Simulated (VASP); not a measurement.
# NaF (Villiaumite) (Fm-3m) in VASP: a series of runs

NaF (Villiaumite) is run at these levels: LDA; tasks: single point.

All numbers are computed with VASP 6.6.1; they aren't measurements. Logs are shortened: lines on timing, memory, paths and dates and some standing lists are left out, and cuts for length are marked.

### 1 The cell of the first run

It takes space group Fm-3m (No. 225, cubic). Conventional cell: a = 4.609 Å, b = 4.609 Å, c = 4.609 Å, α = 90.00°, β = 90.00°, γ = 90.00°. Na (site symmetry m-3m) has 6 F at 2.30 Å within 3.0 Å. Within 3.0 Å of F (site symmetry m-3m) lie 6 Na at 2.30 Å.

### 2 Single point, LDA

The input, INCAR:

```
PREC     = Accurate       # precision mode
ENCUT    = 520            # plane-wave cutoff, eV
EDIFF    = 1E-6           # SCF threshold, eV
ISMEAR   = -1             # smearing method
SIGMA    = 0.05           # smearing width, eV
LREAL    = F              # projectors in reciprocal space
LASPH    = T              # aspherical terms in the spheres
NELM     = 60             # most SCF steps
ALGO     = Normal         # electronic algorithm
ISIF     = 2              # what is computed and relaxed
LWAVE    = F              # write WAVECAR
LCHARG   = F              # write CHGCAR
NBANDS   = 14             # bands
```

The input, KPOINTS:

```
regular mesh
0
Gamma
  8 8 8
```

The input, POSCAR:

```
NaF
1.0
    0.0000000000      2.3044290610      2.3044290610
    2.3044290610      0.0000000000      2.3044290610
    2.3044290610      2.3044290610      0.0000000000
Na F
1 1
Direct
    0.0000000000      0.0000000000      0.0000000000
    0.5000000000      0.5000000000      0.5000000000
```

Potentials or basis: VASP PAW LDA potentials, release 64 (Na_pv, F).

The run is started by

```
$ cat potpaw_LDA.64/Na_pv/POTCAR potpaw_LDA.64/F/POTCAR > POTCAR
$ mpirun -np 1 vasp_std > vasp.out
```

OUTCAR:

```text
PREC = Accurate
   ENCUT = 520
   EDIFF = 1E-6
   ISMEAR = -1
   LREAL = F
   LASPH = T
   NELM = 60
   ISIF = 2

 ion  position               nearest neighbor table
   1  0.000  0.000  0.000-   2 2.30   2 2.30   2 2.30   2 2.30   2 2.30   2 2.30
   2  0.500  0.500  0.500-   1 2.30   1 2.30   1 2.30   1 2.30   1 2.30   1 2.30

  LATTYP: Found a face centered cubic cell.
 ALAT       =     4.6088581220

  Lattice vectors:

 A1 = (   0.0000000000,   2.3044290610,   2.3044290610)
 A2 = (   2.3044290610,   0.0000000000,   2.3044290610)
 A3 = (   2.3044290610,   2.3044290610,   0.0000000000)

Analysis of symmetry for initial positions (statically):
=====================================================================
 Subroutine PRICEL returns:
 Original cell was already a primitive cell.

 Routine SETGRP: Setting up the symmetry group for a
 face centered cubic supercell.

 Subroutine GETGRP returns: Found 48 space group operations
 (whereof 48 operations were pure point group operations)
 out of a pool of 48 trial point group operations.

The static configuration has the point symmetry O_h .

Analysis of symmetry for dynamics (positions and initial velocities):
=====================================================================
 Subroutine PRICEL returns:
 Original cell was already a primitive cell.

 Routine SETGRP: Setting up the symmetry group for a
 face centered cubic supercell.

 Subroutine GETGRP returns: Found 48 space group operations
 (whereof 48 operations were pure point group operations)
 out of a pool of 48 trial point group operations.

The dynamic configuration has the point symmetry O_h .

 Subroutine INISYM returns: Found 48 space group operations
 (whereof 48 operations are pure point group operations),
 and found     1 'primitive' translations

----------------------------------------------------------------------------------------

                                     Primitive cell

  volume of cell :      24.4748

  direct lattice vectors                    reciprocal lattice vectors
     0.000000000  2.304429061  2.304429061    -0.216973483  0.216973483  0.216973483
     2.304429061  0.000000000  2.304429061     0.216973483 -0.216973483  0.216973483
     2.304429061  2.304429061  0.000000000     0.216973483  0.216973483 -0.216973483

  length of vectors
     3.258954832  3.258954832  3.258954832     0.375809097  0.375809097  0.375809097

  position of ions in fractional coordinates (direct lattice)
     0.000000000  0.000000000  0.000000000
     0.500000000  0.500000000  0.500000000

[... 81 lines left out ...]
   NFREE  =      0    steps in history (QN), initial steepest desc. (CG)
   ISIF   =      2    stress and relaxation
   ISYM   =      2    0-nonsym 1-usesym 2-fastsym
   POTIM  = 0.5000    time-step for ionic-motion
   TEBEG  =    0.0;   TEEND  =   0.0 temperature during run
   PSTRESS=    0.0 pullay stress
   NELECT =      14.0000    total number of electrons
   NUPDOWN=      -1.0000    fix difference up-down
   EMIN   =  10.00;   EMAX   =-10.00  energy-range for DOS
   EFERMI =   0.00;   METHOD = LEGACY
   ISMEAR =    -1;   SIGMA  =   0.05  broadening in eV -4-tet -1-fermi 0-gaus
   EFERMI_NEDOS =   21; number of points for ismear=-14 and -15
   IALGO  =     38    algorithm
   IMIX   =      4    mixing-type and parameters
     AMIX     =   0.40;   BMIX     =  1.00
     AMIX_MAG =   1.60;   BMIX_MAG =  1.00
  volume/ion in A,a.u.               =      12.24        82.58
  Fermi-wavevector in a.u.,A,eV,Ry     =   1.358973  2.568087 25.127344  1.846808
  Thomas-Fermi vector in A             =   2.485761
   LORBIT       =      0    0 simple, 1 ext, 2 COOP (PROOUT), +10 PAW based schemes
   GGA     = CA    functional components
   LHFCALC =     F    Hartree Fock is set to
   AEXX    =    0.0000 exact exchange contribution
   IVDW    =     0    specifies the selected vdW correction
   LEPSILON=     F    determine dielectric tensor
   LRPA    =     F    only Hartree local field effects (RPA)
 non-spin polarized calculation
  energy-cutoff  :      520.00
  volume of cell :       24.47
 maximum number of plane-waves:       684
   NGX = 13   NGY = 13   NGZ = 13

 number of electron      13.9999985 magnetization

 Free energy of the ion-electron system (eV)
  ---------------------------------------------------
  ext. energy  EPLUGINS =         0.00000000
  ---------------------------------------------------
  free energy    TOTEN  =        -9.31483606 eV

  energy without entropy =       -9.31483606  energy(sigma->0) =       -9.31483606

 E-fermi :  -1.3165     XC(G=0): -10.0262

 val. band max:       -2.4402679671   @ k =   0.0000   0.0000   0.0000
 cond. band min:       3.6016353184   @ k =   0.0000   0.0000   0.0000
 fundamental gap:      6.0419032854
 Fermi energy:        -1.3164872573

 k-point     1 :       0.0000    0.0000    0.0000
  band No.  band energies     occupation
      1     -21.2294      2.00000
      2     -21.1540      2.00000
      3     -21.1540      2.00000
      4     -21.1540      2.00000
      5      -2.4403      2.00000
      6      -2.4403      2.00000
      7      -2.4403      2.00000
      8       3.6016      0.00000
      9      16.2065      0.00000
     10      16.2065      0.00000
     11      16.2065      0.00000
     12      19.0515      0.00000
     13      21.2988      0.00000
     14      21.2988      0.00000
[... 377 lines left out ...]
      1     -21.8275      2.00000
      2     -21.2157      2.00000
      3     -21.1887      2.00000
      4     -20.3681      2.00000
      5      -3.8386      2.00000
      6      -3.0577      2.00000
      7      -2.8009      2.00000
      8       9.0515      0.00000
      9      10.0147      0.00000
     10      14.4335      0.00000
     11      16.3015      0.00000
     12      19.4807      0.00000
     13      20.5258      0.00000
     14      25.3459      0.00000

 [... further k-points ...]
[... 5 lines left out ...]
  --------------------------------------------------------------------------------------
  -------------------------------------------------------------------------------------
  Total       -0.5692861     -0.5692861     -0.5692861      0.0000000      0.0000000     -0.0000000
  in kB      -37.2667176    -37.2667176    -37.2667176      0.0000000      0.0000000     -0.0000000
  external PRESSURE =     -37.2667176 kB  Pullay stress =       0.0000000 kB

 VOLUME and BASIS-vectors are now :
 -----------------------------------------------------------------------------
  energy-cutoff  :      520.00
  volume of cell :       24.47
      direct lattice vectors                 reciprocal lattice vectors
     0.000000000  2.304429061  2.304429061    -0.216973483  0.216973483  0.216973483
     2.304429061  0.000000000  2.304429061     0.216973483 -0.216973483  0.216973483
     2.304429061  2.304429061  0.000000000     0.216973483  0.216973483 -0.216973483

 POSITION                                       TOTAL-FORCE (eV/Angst)
 -----------------------------------------------------------------------------------
      0.00000      0.00000      0.00000        -0.000000      0.000000     -0.000000
      2.30443      2.30443      2.30443         0.000000     -0.000000      0.000000
 -----------------------------------------------------------------------------------
    total drift:                                0.000000     -0.000000      0.000000

  FREE ENERGIE OF THE ION-ELECTRON SYSTEM (eV)
  ---------------------------------------------------
  free  energy   TOTEN  =        -9.3148360577 eV

  energy  without entropy=       -9.3148360577  energy(sigma->0) =       -9.31483606
```

Run time: 11 s. Hardware: 1 thread of AMD EPYC 7R13, shared host; peak memory 0.12 GiB.

What came out:

```
Free energy            : -9.3148 eV
Pressure               : -3.7 GPa
Band gap on the k mesh : 6.04 eV, direct
```

### 3 Single point, LDA

This run uses another cell than the first one, of 12.49 Å³/atom, 1.020 times its volume.

The input, INCAR:

```
SYSTEM = NaF
PREC = Accurate ; ENCUT = 520
EDIFF = 1E-6 ; ISMEAR = -1
SIGMA = 0.05 ; LREAL = .FALSE.
LASPH = .TRUE. ; NELM = 100
ALGO = Normal ; ISIF = 2
LWAVE = .FALSE. ; LCHARG = .FALSE.
GGA = CA ; NBANDS = 14
```

The input, KPOINTS:

```
regular mesh
0
G
  8 8 8
  0 0 0
```

The input, POSCAR:

```
NaF
1.0
    0.0000000000      2.3200000000      2.3200000000
    2.3200000000      0.0000000000      2.3200000000
    2.3200000000      2.3200000000      0.0000000000
Na F
1 1
Direct
    0.0000000000      0.0000000000      0.0000000000
    0.5000000000      0.5000000000      0.5000000000
```

Potentials or basis: VASP PAW LDA potentials, release 64 (Na_pv, F).

The run is started by

```
$ cat potpaw_LDA.64/Na_pv/POTCAR potpaw_LDA.64/F/POTCAR > POTCAR
$ mpirun -np 1 vasp_std > vasp.out
```

OUTCAR:

```text
SYSTEM = NaF
   PREC = Accurate
   ENCUT = 520
   EDIFF = 1E-6
   ISMEAR = -1
   LREAL = .FALSE.
   LASPH = .TRUE.
   NELM = 100
   ISIF = 2
   GGA = CA

 ion  position               nearest neighbor table
   1  0.000  0.000  0.000-   2 2.32   2 2.32   2 2.32   2 2.32   2 2.32   2 2.32
   2  0.500  0.500  0.500-   1 2.32   1 2.32   1 2.32   1 2.32   1 2.32   1 2.32

  LATTYP: Found a face centered cubic cell.
 ALAT       =     4.6400000000

  Lattice vectors:

 A1 = (   0.0000000000,   2.3200000000,   2.3200000000)
 A2 = (   2.3200000000,   0.0000000000,   2.3200000000)
 A3 = (   2.3200000000,   2.3200000000,   0.0000000000)

Analysis of symmetry for initial positions (statically):
=====================================================================
 Subroutine PRICEL returns:
 Original cell was already a primitive cell.

 Routine SETGRP: Setting up the symmetry group for a
 face centered cubic supercell.

 Subroutine GETGRP returns: Found 48 space group operations
 (whereof 48 operations were pure point group operations)
 out of a pool of 48 trial point group operations.

The static configuration has the point symmetry O_h .

Analysis of symmetry for dynamics (positions and initial velocities):
=====================================================================
 Subroutine PRICEL returns:
 Original cell was already a primitive cell.

 Routine SETGRP: Setting up the symmetry group for a
 face centered cubic supercell.

 Subroutine GETGRP returns: Found 48 space group operations
 (whereof 48 operations were pure point group operations)
 out of a pool of 48 trial point group operations.

The dynamic configuration has the point symmetry O_h .

 Subroutine INISYM returns: Found 48 space group operations
 (whereof 48 operations are pure point group operations),
 and found     1 'primitive' translations

----------------------------------------------------------------------------------------

[... 115 lines left out ...]
  Thomas-Fermi vector in A             =   2.477405
   LORBIT       =      0    0 simple, 1 ext, 2 COOP (PROOUT), +10 PAW based schemes
   GGA     = CA    functional components
   LHFCALC =     F    Hartree Fock is set to
   AEXX    =    0.0000 exact exchange contribution
   IVDW    =     0    specifies the selected vdW correction
   LEPSILON=     F    determine dielectric tensor
   LRPA    =     F    only Hartree local field effects (RPA)
 non-spin polarized calculation
  energy-cutoff  :      520.00
  volume of cell :       24.97
 maximum number of plane-waves:       692
   NGX = 13   NGY = 13   NGZ = 13

 number of electron      13.9999978 magnetization

 Free energy of the ion-electron system (eV)
  ---------------------------------------------------
  ext. energy  EPLUGINS =         0.00000000
  ---------------------------------------------------
  free energy    TOTEN  =        -9.30272048 eV

  energy without entropy =       -9.30272048  energy(sigma->0) =       -9.30272048

 E-fermi :  -1.3361     XC(G=0):  -9.9246

 val. band max:       -2.5285585764   @ k =   0.0000   0.0000   0.0000
 cond. band min:       3.4064441619   @ k =   0.0000   0.0000   0.0000
 fundamental gap:      5.9350027383
 Fermi energy:        -1.3361213424

 k-point     1 :       0.0000    0.0000    0.0000
  band No.  band energies     occupation
      1     -21.3005      2.00000
      2     -21.3005      2.00000
      3     -21.3005      2.00000
      4     -21.2817      2.00000
      5      -2.5286      2.00000
      6      -2.5286      2.00000
      7      -2.5286      2.00000
      8       3.4064      0.00000
      9      15.9789      0.00000
     10      15.9789      0.00000
     11      15.9789      0.00000
     12      18.7815      0.00000
     13      21.0061      0.00000
     14      21.0061      0.00000
[... 377 lines left out ...]
      1     -21.9098      2.00000
      2     -21.3580      2.00000
      3     -21.3329      2.00000
      4     -20.4945      2.00000
      5      -3.8900      2.00000
      6      -3.1287      2.00000
      7      -2.8771      2.00000
      8       8.8331      0.00000
      9       9.7681      0.00000
     10      14.1362      0.00000
     11      15.9818      0.00000
     12      19.1676      0.00000
     13      20.1948      0.00000
     14      24.9403      0.00000

 [... further k-points ...]
[... 5 lines left out ...]
  --------------------------------------------------------------------------------------
  -------------------------------------------------------------------------------------
  Total       -0.7119430     -0.7119430     -0.7119430      0.0000000      0.0000000     -0.0000000
  in kB      -45.6732416    -45.6732416    -45.6732416      0.0000000      0.0000000     -0.0000000
  external PRESSURE =     -45.6732416 kB  Pullay stress =       0.0000000 kB

 VOLUME and BASIS-vectors are now :
 -----------------------------------------------------------------------------
  energy-cutoff  :      520.00
  volume of cell :       24.97
      direct lattice vectors                 reciprocal lattice vectors
     0.000000000  2.320000000  2.320000000    -0.215517241  0.215517241  0.215517241
     2.320000000  0.000000000  2.320000000     0.215517241 -0.215517241  0.215517241
     2.320000000  2.320000000  0.000000000     0.215517241  0.215517241 -0.215517241

 POSITION                                       TOTAL-FORCE (eV/Angst)
 -----------------------------------------------------------------------------------
      0.00000      0.00000      0.00000        -0.000000     -0.000000      0.000000
      2.32000      2.32000      2.32000         0.000000      0.000000     -0.000000
 -----------------------------------------------------------------------------------
    total drift:                                0.000000     -0.000000      0.000000

  FREE ENERGIE OF THE ION-ELECTRON SYSTEM (eV)
  ---------------------------------------------------
  free  energy   TOTEN  =        -9.3027204838 eV

  energy  without entropy=       -9.3027204838  energy(sigma->0) =       -9.30272048
```

stdout:

```text
POSCAR found type information on POSCAR NaF
 POSCAR found :  2 types and       2 ions
 scaLAPACK will be used
 LDA part: xc-table for (Slater(with rela. corr.)+CA(PZ))
 , standard interpolation
 POSCAR, INCAR and KPOINTS ok, starting setup
 FFT: planning ... GRIDC
 FFT: planning ... GRID_SOFT
 FFT: planning ... GRID
 WAVECAR not read
 entering main loop
```

Run time: 11 s. Hardware: 1 thread of AMD EPYC 7R13, shared host; peak memory 0.12 GiB.

What came out:

```
Free energy            : -9.3027 eV
Pressure               : -4.6 GPa
Band gap on the k mesh : 5.93 eV, direct
```

### 4 Single point, LDA

This run uses another cell than the first one, of 12.74 Å³/atom, 1.041 times its volume.

The input, INCAR:

```
SYSTEM = NaF
ALGO     = Normal         ! electronic algorithm
EDIFF    = 1E-6           ! SCF threshold, eV
ENCUT    = 520            ! plane-wave cutoff, eV
GGA      = CA             ! functional
ISIF     = 2              ! what is computed and relaxed
ISMEAR   = -1             ! smearing method
LASPH    = .True.         ! aspherical terms in the spheres
LCHARG   = .False.        ! write CHGCAR
LREAL    = .False.        ! projectors in reciprocal space
LWAVE    = .False.        ! write WAVECAR
NBANDS   = 14             ! bands
NELM     = 100            ! most SCF steps
PREC     = Accurate       ! precision mode
SIGMA    = 0.05           ! smearing width, eV
```

The input, KPOINTS:

```
k-points
0
Gamma
  8 8 8
  0 0 0
```

The input, POSCAR:

```
NaF
1.0
    0.0000000000      2.3353646862      2.3353646862
    2.3353646862      0.0000000000      2.3353646862
    2.3353646862      2.3353646862      0.0000000000
Na F
1 1
Direct
    0.0000000000      0.0000000000      0.0000000000
    0.5000000000      0.5000000000      0.5000000000
```

The run is started by

```
$ cat potpaw_LDA.64/Na_pv/POTCAR potpaw_LDA.64/F/POTCAR > POTCAR
$ mpirun -np 1 vasp_std > vasp.out
```

Run time: 20 s. Hardware: 1 thread of AMD EPYC 7R13, shared host; peak memory 0.13 GiB.

It converged, with:

- Free energy: -9.2881 eV
- Pressure: -5.3 GPa
- Band gap on the k mesh: 5.83 eV, direct

Levels at points of the mesh, in eV from the valence-band top:
```csv
k point,band 4,band 5,band 6,band 7,band 8,band 9,band 10,band 11
"(0.00, 0.00, 0.00)",-18.72,0.00,0.00,0.00,5.83,18.37,18.37,18.37
"(0.50, 0.00, 0.00)",-17.87,-1.61,-0.25,-0.25,10.24,11.90,19.41,19.41
"(0.50, 0.50, 0.00)",-18.46,-1.29,-0.41,-0.41,12.56,12.76,13.01,19.02
```

A hybrid or GW would open this gap; LDA tends to underestimate it.

### 5 Summary

```csv
cell,gap on the mesh (eV),pressure (GPa)
"a = 3.259 Å, angles 60.0°, 2 atoms",6.04,-3.7
"a = 3.281 Å, angles 60.0°, 2 atoms",5.93,-4.6
"a = 3.303 Å, angles 60.0°, 2 atoms",5.83,-5.3
```

Alike in all rows: task single point; level LDA; potentials or basis VASP PAW LDA potentials, release 64 (Na_pv, F); no spin polarisation; k mesh 8 × 8 × 8; cutoff (eV) 520; smearing fermi-dirac 0.05 eV.

Absolute energies hang on the potentials; compare differences alone.
